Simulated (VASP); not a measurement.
# Pt in VASP: notebook

The runs below take Pt through single point, with PBEsol.

Program: VASP 6.6.1. These are calculated values, not measurements. Logs are shortened: lines on timing, memory, paths and dates and some standing lists are left out, and cuts for length are marked.

## Step 1: The cell of the first run

The cell holds a slab with vacuum, 4 atoms: a = 2.770 Å, b = 2.770 Å, c = 22.877 Å, α = 90.00°, β = 90.00°, γ = 90.00°.

## Step 2: Single point, PBEsol

The input, INCAR:

```
PREC = Accurate ; ENCUT = 520
EDIFF = 1E-6 ; ISMEAR = 0
SIGMA = 0.1 ; LREAL = F
LASPH = T ; NELM = 80
ALGO = Normal ; ISIF = 2
LWAVE = F ; LCHARG = F
LDIPOL = T ; IDIPOL = 3
DIPOL = 0.5 0.5 0.499 ; GGA = PS
NBANDS = 28
```

The input, KPOINTS:

```
regular mesh
0
Gamma
  10 10 1
```

The input, POSCAR:

```
Pt
1.0
    2.7704872841      0.0000000000      0.0000000000
    0.0000000000      2.7704872841      0.0000000000
    0.0000000000      0.0000000000     22.8770910374
Pt
4
Direct
    0.5000000000      0.5000000000      0.3715507355
    0.0000000000      0.0000000000      0.4571835785
    0.5000000000      0.5000000000      0.5417607927
    0.0000000000      0.0000000000      0.6247402332
```

Potentials or basis: VASP PAW PBE potentials, release 64 (Pt).

The run is started by

```
> cat potpaw_PBE.64/Pt/POTCAR > POTCAR
> mpirun -np 1 vasp_std > vasp.out
```

OUTCAR:

```text
PREC = Accurate
   ENCUT = 520
   EDIFF = 1E-6
   ISMEAR = 0
   LREAL = F
   LASPH = T
   NELM = 80
   ISIF = 2
   GGA = PS

 ion  position               nearest neighbor table
   1  0.500  0.500  0.372-   2 2.77   2 2.77   2 2.77   2 2.77
   2  0.000  0.000  0.457-   3 2.75   3 2.75   3 2.75   3 2.75   1 2.77   1 2.77   1 2.77   1 2.77

   3  0.500  0.500  0.542-   4 2.73   4 2.73   4 2.73   4 2.73   2 2.75   2 2.75   2 2.75   2 2.75

   4  0.000  0.000  0.625-   3 2.73   3 2.73   3 2.73   3 2.73

  LATTYP: Found a simple tetragonal cell.
 ALAT       =     2.7704872841
 C/A-ratio  =     8.2574250272

  Lattice vectors:

 A1 = (   2.7704872841,   0.0000000000,   0.0000000000)
 A2 = (   0.0000000000,   2.7704872841,   0.0000000000)
 A3 = (   0.0000000000,   0.0000000000,  22.8770910374)

Analysis of symmetry for initial positions (statically):
=====================================================================
 Subroutine PRICEL returns:
 Original cell was already a primitive cell.

 Routine SETGRP: Setting up the symmetry group for a
 simple tetragonal supercell.

 Subroutine GETGRP returns: Found  8 space group operations
 (whereof  8 operations were pure point group operations)
 out of a pool of 16 trial point group operations.

The static configuration has the point symmetry C_4v.

Analysis of symmetry for dynamics (positions and initial velocities):
=====================================================================
 Subroutine PRICEL returns:
 Original cell was already a primitive cell.

 Routine SETGRP: Setting up the symmetry group for a
 simple tetragonal supercell.

 Subroutine GETGRP returns: Found  8 space group operations
 (whereof  8 operations were pure point group operations)
 out of a pool of 16 trial point group operations.

The dynamic configuration has the point symmetry C_4v.

 Subroutine INISYM returns: Found  8 space group operations
 (whereof  8 operations are pure point group operations),
 and found     1 'primitive' translations

----------------------------------------------------------------------------------------

                                     Primitive cell

  volume of cell :     175.5954

  direct lattice vectors                    reciprocal lattice vectors
     2.770487284  0.000000000  0.000000000     0.360947334  0.000000000  0.000000000
     0.000000000  2.770487284  0.000000000     0.000000000  0.360947334  0.000000000
     0.000000000  0.000000000 22.877091037     0.000000000  0.000000000  0.043711851

  length of vectors
     2.770487284  2.770487284 22.877091037     0.360947334  0.360947334  0.043711851

  position of ions in fractional coordinates (direct lattice)
     0.500000000  0.500000000  0.371550736
     0.000000000  0.000000000  0.457183579
     0.500000000  0.500000000  0.541760793
     0.000000000  0.000000000  0.624740233

  ion indices of the primitive-cell ions
   primitive index   ion index
                 1           1
                 2           2
                 3           3
                 4           4

----------------------------------------------------------------------------------------

 KPOINTS: regular mesh

Automatic generation of k-mesh.
 Grid dimensions read from file:
 generate k-points for:   10   10    1

 Generating k-lattice:

  Cartesian coordinates                     Fractional coordinates (reciprocal lattice)
     0.036094733  0.000000000  0.000000000     0.100000000  0.000000000  0.000000000
     0.000000000  0.036094733  0.000000000     0.000000000  0.100000000  0.000000000
     0.000000000  0.000000000  0.043711851     0.000000000  0.000000000  1.000000000

  Length of vectors
     0.036094733  0.036094733  0.043711851

  Shift w.r.t. Gamma in fractional coordinates (k-lattice)
     0.000000000  0.000000000  0.000000000

 Subroutine IBZKPT returns following result:
 ===========================================

 Found     21 irreducible k-points:

 Following reciprocal coordinates:
            Coordinates               Weight
  0.000000  0.000000  0.000000      1.000000
  0.100000  0.000000  0.000000      4.000000
  0.200000  0.000000  0.000000      4.000000
  0.300000  0.000000  0.000000      4.000000
  0.400000  0.000000  0.000000      4.000000
  0.500000  0.000000  0.000000      2.000000
[... 13 lines left out ...]
  0.500000  0.400000  0.000000      4.000000
  0.500000  0.500000  0.000000      1.000000
   k-points           NKPTS =     21   k-points in BZ     NKDIM =     21   number of bands    NBANDS=     28
   number of dos      NEDOS =    301   number of ions     NIONS =      4
   total plane-waves  NPLWV = 103680
   dimension x,y,z NGX =    24 NGY =   24 NGZ =  180
   dimension x,y,z NGXF=    48 NGYF=   48 NGZF=  360
   ions per type =               4
   NGX,Y,Z   is equivalent  to a cutoff of  14.40, 14.40, 13.08 a.u.
   NGXF,Y,Z  is equivalent  to a cutoff of  28.80, 28.80, 26.16 a.u.
 SYSTEM =  unknown system
   PREC   = accura    normal or accurate (medium, high low for compatibility)
   ISTART =      0    job   : 0-new  1-cont  2-samecut
   ICHARG =      2    charge: 1-file 2-atom 10-const
   ISPIN  =      1    spin polarized calculation?
   LNONCOLLINEAR =      F non collinear calculations
   LSORBIT =      F    spin-orbit coupling
   LASPH  =      T    aspherical Exc in radial PAW
   ENCUT  =  520.0 eV  38.22 Ry    6.18 a.u.   5.15  5.15 42.54*2*pi/ulx,y,z
   NELM   =     80;   NELMIN=  2; NELMDL= -5     # of ELM steps
   EDIFF  = 0.1E-05   stopping-criterion for ELM
   LREAL  =      F    real-space projection
   EDIFFG = 0.1E-04   stopping-criterion for IOM
   NSW    =      0    number of steps for IOM
   IBRION =     -1    ionic relax: 0-MD 1-quasi-New 2-CG
   NFREE  =      0    steps in history (QN), initial steepest desc. (CG)
   ISIF   =      2    stress and relaxation
   ISYM   =      2    0-nonsym 1-usesym 2-fastsym
   POTIM  = 0.5000    time-step for ionic-motion
   TEBEG  =    0.0;   TEEND  =   0.0 temperature during run
   PSTRESS=    0.0 pullay stress
   NELECT =      40.0000    total number of electrons
   NUPDOWN=      -1.0000    fix difference up-down
   EMIN   =  10.00;   EMAX   =-10.00  energy-range for DOS
   EFERMI =   0.00;   METHOD = LEGACY
   ISMEAR =     0;   SIGMA  =   0.10  broadening in eV -4-tet -1-fermi 0-gaus
   EFERMI_NEDOS =   21; number of points for ismear=-14 and -15
   IALGO  =     38    algorithm
   IMIX   =      4    mixing-type and parameters
     AMIX     =   0.40;   BMIX     =  1.00
     AMIX_MAG =   1.60;   BMIX_MAG =  1.00
  volume/ion in A,a.u.               =      43.90       296.24
  Fermi-wavevector in a.u.,A,eV,Ry     =   0.999825  1.889394 13.601052  0.999649
  Thomas-Fermi vector in A             =   2.132140
   LORBIT       =      0    0 simple, 1 ext, 2 COOP (PROOUT), +10 PAW based schemes
   GGA     = PS    functional components
   LHFCALC =     F    Hartree Fock is set to
   AEXX    =    0.0000 exact exchange contribution
   IVDW    =     0    specifies the selected vdW correction
   LEPSILON=     F    determine dielectric tensor
   LRPA    =     F    only Hartree local field effects (RPA)
 non-spin polarized calculation
 Gauss-broadening in eV      SIGMA  =   0.10
  energy-cutoff  :      520.00
  volume of cell :      175.60
 maximum number of plane-waves:      4773
 NGX is ok and might be reduce to    24
   NGX = 11   NGY = 11   NGZ = 85

 dipolmoment           0.000000      0.000000      0.012919 electrons x Angstroem

 number of electron      39.9999998 magnetization

 dipolmoment           0.000000      0.000000     -0.000516 electrons x Angstroem

 Free energy of the ion-electron system (eV)
  ---------------------------------------------------
  ext. energy  EPLUGINS =         0.00000000
  ---------------------------------------------------
  free energy    TOTEN  =       -25.73470686 eV

  energy without entropy =      -25.69864207  energy(sigma->0) =      -25.71667447

 E-fermi :   0.0069     XC(G=0):  -5.4895

 val. band max:       -0.0070952896   @ k =   0.1000   0.0000   0.0000
 cond. band min:       0.0127487970   @ k =   0.5000   0.4000   0.0000
 fundamental gap:      0.0198440866
 Fermi energy:         0.0068647874

 k-point     1 :       0.0000    0.0000    0.0000
  band No.  band energies     occupation
      1      -9.7053      2.00000
      2      -7.8511      2.00000
      3      -6.7396      2.00000
      4      -6.4675      2.00000
      5      -6.2922      2.00000
      6      -5.5197      2.00000
[... 20 lines left out ...]
     27       5.7703      0.00000
     28       6.6820      0.00000

 k-point     2 :       0.1000    0.0000    0.0000
  band No.  band energies     occupation
      1      -9.4525      2.00000
      2      -7.6446      2.00000
      3      -6.5610      2.00000
      4      -6.2894      2.00000
      5      -6.1040      2.00000
      6      -5.3722      2.00000
[... 20 lines left out ...]
     27       5.9596      0.00000
     28       6.9016      0.00000

 k-point     3 :       0.2000    0.0000    0.0000
  band No.  band energies     occupation
      1      -8.7625      2.00000
      2      -7.2151      2.00000
      3      -6.2188      2.00000
      4      -5.9076      2.00000
      5      -5.6724      2.00000
      6      -4.6872      2.00000
[... 20 lines left out ...]
     27       6.5039      0.00000
     28       7.5567      0.00000

 k-point     4 :       0.3000    0.0000    0.0000
  band No.  band energies     occupation
      1      -7.8669      2.00000
      2      -6.9736      2.00000
      3      -5.9941      2.00000
      4      -5.7724      2.00000
      5      -4.8819      2.00000
      6      -3.9892      2.00000
[... 485 lines left out ...]
     27       9.5199      0.00000
     28       9.7359      0.00000

 k-point    20 :       0.5000    0.4000    0.0000
  band No.  band energies     occupation
      1      -6.6110      2.00000
      2      -6.5426      2.00000
      3      -6.2152      2.00000
      4      -6.2003      2.00000
      5      -5.2135      2.00000
      6      -5.0901      2.00000
[... 20 lines left out ...]
     27       8.3908      0.00000
     28       8.4165      0.00000

 k-point    21 :       0.5000    0.5000    0.0000
  band No.  band energies     occupation
      1      -6.7597      2.00000
      2      -6.6867      2.00000
      3      -6.2980      2.00000
      4      -6.2980      2.00000
      5      -5.3744      2.00000
      6      -5.2420      2.00000
[... 20 lines left out ...]
     27       8.5798      0.00000
     28       8.6117      0.00000

------------------------ aborting loop because EDIFF is reached ----------------------------------------

 vacuum level on the upper side and lower side of the slab       (xc-potential included)        -0.187        -0.162

  FORCE on cell =-STRESS in cart. coord.  units (eV):
  Direction    XX          YY          ZZ          XY          YZ          ZX
  --------------------------------------------------------------------------------------
  -------------------------------------------------------------------------------------
  Total       -3.9495312     -3.9495312     -0.9394327      0.0000000      0.0000000      0.0000000
  in kB      -36.0365332    -36.0365332     -8.5716240      0.0000000      0.0000000      0.0000000
  external PRESSURE =     -26.8815635 kB  Pullay stress =       0.0000000 kB

 VOLUME and BASIS-vectors are now :
 -----------------------------------------------------------------------------
  energy-cutoff  :      520.00
  volume of cell :      175.60
      direct lattice vectors                 reciprocal lattice vectors
     2.770487284  0.000000000  0.000000000     0.360947334  0.000000000  0.000000000
     0.000000000  2.770487284  0.000000000     0.000000000  0.360947334  0.000000000
     0.000000000  0.000000000 22.877091037     0.000000000  0.000000000  0.043711851

 POSITION                                       TOTAL-FORCE (eV/Angst)
 -----------------------------------------------------------------------------------
      1.38524      1.38524      8.50000         0.000000      0.000000      0.427810
      0.00000      0.00000     10.45903         0.000000     -0.000000     -0.414616
      1.38524      1.38524     12.39391        -0.000000     -0.000000      0.001071
      0.00000      0.00000     14.29224         0.000000     -0.000000     -0.014265
 -----------------------------------------------------------------------------------
    total drift:                                0.000000     -0.000000     -0.000103

  FREE ENERGIE OF THE ION-ELECTRON SYSTEM (eV)
  ---------------------------------------------------
  free  energy   TOTEN  =       -25.7347068648 eV

  energy  without entropy=      -25.6986420693  energy(sigma->0) =      -25.71667447

 vacuum level on the upper side and lower side of the slab         5.631         5.665
```

It took 7.8 min on 1 thread of AMD EPYC 7R43 (Zen 3), shared host; peak memory 0.29 GiB.

What came out:

```
Free energy            : -25.7347 eV
Largest force          : 0.428 eV/Å
Band gap on the k mesh : zero (band 20 reaches 1.06 eV, above the bottom of band 21 at -0.32 eV)
```

Forces on the atoms (eV/Å):
```
Pt   0.000  0.000  0.428
Pt   0.000  0.000 -0.415
Pt   0.000  0.000  0.001
Pt   0.000  0.000 -0.014
```

Levels at points of the mesh, in eV from the Fermi level:
| k point | band 17 | band 18 | band 19 | band 20 | band 21 | band 22 | band 23 | band 24 |
| --- | --- | --- | --- | --- | --- | --- | --- | --- |
| (0.00, 0.00, 0.00) | -0.84 | -0.74 | -0.74 | -0.10 | 0.12 | 0.26 | 0.26 | 0.28 |
| (0.50, 0.00, 0.00) | -0.88 | -0.82 | -0.05 | -0.04 | 1.05 | 1.06 | 1.80 | 1.83 |
| (0.50, 0.50, 0.00) | 0.39 | 0.45 | 0.96 | 1.06 | 3.17 | 3.17 | 6.16 | 6.16 |

Caveat: the PAW data sets were made with another functional, which shifts forces and pressure a little; spin-orbit coupling is left out, which moves the levels of the heavy elements.

## Step 3: Single point, PBEsol

INCAR is that of step 2.

KPOINTS is that of step 2.

The input, POSCAR:

```
Pt
1.0
    2.7704872837      0.0000000000      0.0000000000
    0.0000000000      2.7704872837      0.0000000000
    0.0000000000      0.0000000000     22.8770910366
Pt
4
Direct
    0.5000000000      0.5000000000      0.3715507355
    0.0000000000      0.0000000000      0.4571835785
    0.5000000000      0.5000000000      0.5417607922
    0.0000000000      0.0000000000      0.6247402332
```

Potentials or basis: VASP PAW PBE potentials, release 64 (Pt).

The run is started by

```
> cat potpaw_PBE.64/Pt/POTCAR > POTCAR
> mpirun -np 1 vasp_std > vasp.out
```

It took 87 s on 1 thread of Intel Xeon 6975P-C (Granite Rapids), shared host; peak memory 0.34 GiB.

It converged, with:

* Free energy: -25.7347 eV
* Largest force: 0.428 eV/Å
* Band gap on the k mesh: zero (band 20 reaches 1.06 eV, above the bottom of band 21 at -0.32 eV)

Forces in eV/Å, atoms in the order of the input:
```
Pt   0.000  0.000  0.428
Pt   0.000  0.000 -0.415
Pt   0.000  0.000  0.001
Pt   0.000  0.000 -0.014
```

Levels at points of the mesh, in eV from the Fermi level:
| k point | band 18 | band 19 | band 20 | band 21 | band 22 | band 23 |
| --- | --- | --- | --- | --- | --- | --- |
| (0.00, 0.00, 0.00) | -0.74 | -0.74 | -0.10 | 0.12 | 0.26 | 0.26 |
| (0.50, 0.00, 0.00) | -0.82 | -0.05 | -0.04 | 1.05 | 1.06 | 1.80 |
| (0.50, 0.50, 0.00) | 0.45 | 0.96 | 1.06 | 3.17 | 3.17 | 6.16 |

Caveat: the PAW data sets were made with another functional, which shifts forces and pressure a little; spin-orbit coupling is left out, which moves the levels of the heavy elements.
